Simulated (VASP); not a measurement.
Crystal: LiCl.

```
CELL_PARAMETERS angstrom
4.16187 0.00000 0.00000
-2.08094 3.60429 0.00000
0.00000 0.00000 5.23255
ATOMIC_POSITIONS crystal
Li 0.33333 0.66667 0.25000
Li 0.66667 0.33333 0.75000
Cl 0.66667 0.33333 0.25000
Cl 0.33333 0.66667 0.75000
```

Base run:

- Program: VASP 6.6.1
- Functional: LDA
- Potentials or basis: VASP PAW LDA potentials, release 64 (Li_sv, Cl)
- Cutoff: 520 eV
- k mesh: 6 × 6 × 4
- Occupations: gaussian, width 0.01 eV
- Spin: no spin polarisation

Its results: band gap on the k mesh 5.26 eV, direct.

Task: The run is repeated on the same cell with these changes: functional from LDA to PBE; potentials or basis from VASP PAW LDA potentials, release 64 (Li_sv, Cl) to VASP PAW PBE potentials, release 64 (Li_sv, Cl). What comes out?

Result: Band gap on the k mesh 5.66 eV, direct.

